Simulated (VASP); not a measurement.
Crystal: Li8H3F5.

```
F H Li
1.0
     7.99419    0.00000    0.00000
     0.00000    7.99419    0.00000
     0.00000    0.00000    7.99419
F H Li
20 12 32
Direct
  0.25102 0.99769 0.99934
  0.24586 0.99871 0.50694
  0.24779 0.50416 0.99506
  0.74910 0.99715 0.50373
  0.99720 0.25121 0.99816
  0.99869 0.24858 0.49650
  0.99674 0.75076 0.00042
  0.50209 0.25425 0.49761
  0.50149 0.74858 0.00031
  0.00152 0.00118 0.24995
  0.99790 0.99621 0.74697
  0.99781 0.49826 0.75137
  0.50294 0.99947 0.25037
  0.50038 0.00002 0.74880
  0.50473 0.50214 0.74850
  0.25209 0.24752 0.24701
  0.24899 0.24723 0.75275
  0.75072 0.25202 0.24344
  0.74788 0.75233 0.24949
  0.74701 0.74576 0.75536
  0.24798 0.50065 0.49956
  0.74922 0.99988 0.00378
  0.75391 0.49973 0.99757
  0.74682 0.49722 0.49895
  0.00090 0.75079 0.50131
  0.49832 0.24882 0.00148
  0.50528 0.75060 0.50078
  0.00782 0.49963 0.25209
  0.50334 0.50006 0.24675
  0.25277 0.74807 0.24982
  0.25170 0.74893 0.74383
  0.75214 0.24733 0.74940
  0.00117 0.00312 0.00340
  0.99959 0.00054 0.50550
  0.99948 0.49939 0.99993
  0.99869 0.49732 0.50032
  0.50349 0.99943 0.99734
  0.50080 0.99830 0.49482
  0.49987 0.49917 0.99883
  0.49780 0.49791 0.49842
  0.25370 0.24817 0.00006
  0.25046 0.24841 0.50303
  0.24929 0.74819 0.00090
  0.25026 0.74649 0.50037
  0.75055 0.25190 0.00420
  0.74876 0.24671 0.50049
  0.75318 0.75143 0.99887
  0.75030 0.74875 0.50279
  0.24952 0.00060 0.24970
  0.24797 0.00261 0.75277
  0.24809 0.50045 0.25186
  0.25532 0.50235 0.75181
  0.75133 0.00411 0.24661
  0.74566 0.99565 0.75214
  0.75239 0.50567 0.25425
  0.74720 0.49999 0.74909
  0.99871 0.25219 0.25212
  0.00124 0.24890 0.74935
  0.99913 0.74729 0.25199
  0.00042 0.74906 0.74261
  0.49880 0.25486 0.24557
  0.50276 0.25150 0.75373
  0.49972 0.75094 0.24897
  0.49959 0.75051 0.75106
```

| Property | Result |
| --- | --- |
| Program | VASP 6.6.1 |
| Task | relaxation of volume and atoms at fixed shape |
| Functional | PBEsol |
| Potentials or basis | VASP PAW PBE potentials, release 64 (F, H, Li_sv) |
| Cutoff | 600 eV |
| k mesh | 1 × 1 × 1, shifted |
| Occupations | fermi-dirac, width 0.05 eV |
| Spin | no spin polarisation |

At the start: pressure 0.1 GPa; volume 7.98 Å³/atom.

Question: Where does the relaxation end?

Answer: Over 6 steps the energy falls by 2.9 meV/atom and the volume is 8.00 Å³/atom (+0.2 %); space group P1 (No. 1, to 0.1 Å) before and after.

The path:
```tsv
step	energy change (eV)	largest force (eV/Å)	pressure (GPa)	volume (Å³)
1	0.0000	0.3544	0.14	510.89
2	-0.0800	0.2499	0.06	511.39
3	-0.1566	0.1301	-0.07	512.55
4	-0.1748	0.0818	-0.03	512.31
5	-0.1849	0.0651	0.03	511.94
6	-0.1878	0.0299	0.00	512.08
```

Final structure:
```
CELL_PARAMETERS angstrom
8.00041 0.00000 0.00000
0.00000 8.00041 0.00000
0.00000 0.00000 8.00041
ATOMIC_POSITIONS crystal
F 0.25025 0.99896 0.00010
F 0.25041 0.00025 0.49981
F 0.25012 0.50024 0.99930
F 0.74975 0.99936 0.49999
F 0.00105 0.25014 0.00038
F 0.00006 0.24895 0.50100
F 0.00045 0.74954 0.99966
F 0.49995 0.24933 0.49975
F 0.50058 0.75004 0.99944
F 0.00015 0.99999 0.25047
F 0.99986 0.99933 0.75069
F 0.99975 0.49946 0.75023
F 0.50019 0.00001 0.24989
F 0.50000 0.99926 0.74978
F 0.50032 0.49962 0.75001
F 0.25025 0.25004 0.24972
F 0.25021 0.24999 0.74994
F 0.75075 0.25012 0.25102
F 0.75070 0.75092 0.24951
F 0.75006 0.74933 0.75033
H 0.25042 0.50219 0.49844
H 0.74931 0.00138 0.99991
H 0.75030 0.49911 0.00113
H 0.74983 0.50025 0.49927
H 0.00063 0.74682 0.49940
H 0.50272 0.25147 0.99977
H 0.49965 0.74718 0.49890
H 0.00079 0.50166 0.25185
H 0.50075 0.50129 0.24957
H 0.25086 0.74758 0.25215
H 0.25038 0.74861 0.74702
H 0.74940 0.25021 0.75153
Li 0.00102 0.99972 0.99992
Li 0.00021 0.00013 0.50073
Li 0.00179 0.50013 0.99824
Li 0.00054 0.49845 0.50144
Li 0.49931 0.99881 0.99992
Li 0.49931 0.00045 0.49983
Li 0.49950 0.50151 0.99839
Li 0.49961 0.49926 0.50070
Li 0.24966 0.25043 0.00036
Li 0.25045 0.24906 0.49972
Li 0.24957 0.74931 0.00091
Li 0.25046 0.74930 0.49902
Li 0.75121 0.25113 0.00165
Li 0.74949 0.24874 0.49816
Li 0.75108 0.74929 0.00106
Li 0.74965 0.75010 0.49925
Li 0.25046 0.00058 0.25077
Li 0.25036 0.99992 0.74987
Li 0.25064 0.49950 0.24951
Li 0.25087 0.49914 0.75011
Li 0.75013 0.00047 0.25086
Li 0.74939 0.99829 0.75008
Li 0.75054 0.50115 0.25099
Li 0.74941 0.50030 0.74938
Li 0.00013 0.25039 0.25035
Li 0.99974 0.24982 0.75035
Li 0.99925 0.75025 0.25026
Li 0.99893 0.74858 0.75010
Li 0.50125 0.25049 0.24984
Li 0.50049 0.25005 0.74933
Li 0.50195 0.75038 0.24899
Li 0.50104 0.74907 0.75026
```

Caveat: the cutoff is under 1.25 times the usual one of these potentials, so pressure, stress and relaxed cells hold a basis-set (Pulay) error; the PAW data sets were made with another functional, which shifts forces and pressure a little.
